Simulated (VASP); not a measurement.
Wanted: the native input for a VASP 6.6.1 run.

```yaml
Task: single point
Functional: LDA
Potentials_or_basis: VASP PAW LDA potentials, release 64 (Li_sv, F)
Cutoff: 520 eV
k_mesh: 10 × 10 × 10
Occupations: gaussian, width 0.05 eV
Spin: no spin polarisation
Dipole_correction: no
Further_INCAR_settings: ALGO = Normal; EDIFF = 1e-06; NBANDS = 12
```

The structure of LiF lies in POSCAR:

```
LiF
1.0
    0.0000000000      1.9673860621      1.9673860621
    1.9673860621      0.0000000000      1.9673860621
    1.9673860621      1.9673860621      0.0000000000
Li F
1 1
Direct
    0.0000000000      0.0000000000      0.0000000000
    0.5000000000      0.5000000000      0.5000000000
```

This cell differs from its parent crystal: volume scaled by 1.02.

One way to write it, as run:

INCAR

```
SYSTEM = LiF
PREC = Accurate
ENCUT = 520
EDIFF = 1E-6
ISMEAR = 0
SIGMA = 0.05
LREAL = .FALSE.
LASPH = .TRUE.
NELM = 60
ALGO = Normal
ISIF = 2
LWAVE = .FALSE.
LCHARG = .TRUE.
LELF = .TRUE.
LVHAR = .TRUE.
NBANDS = 12
```

KPOINTS

```
Automatic mesh
0
G
  10 10 10
  0 0 0
```

Potentials or basis: VASP PAW LDA potentials, release 64 (Li_sv, F).

Command:

```bash
$ cat potpaw_LDA.64/Li_sv/POTCAR potpaw_LDA.64/F/POTCAR > POTCAR
$ mpirun -np 1 vasp_std > vasp.out
```

It gave:

* Band gap on the k mesh: 9.49 eV, direct

Run time: 7.9 s on 1 thread of Intel(R) Xeon(R) Platinum 8259CL CPU @ 2.50GHz (Skylake/Cascade Lake), on a shared host, peak memory 0.12 GiB.
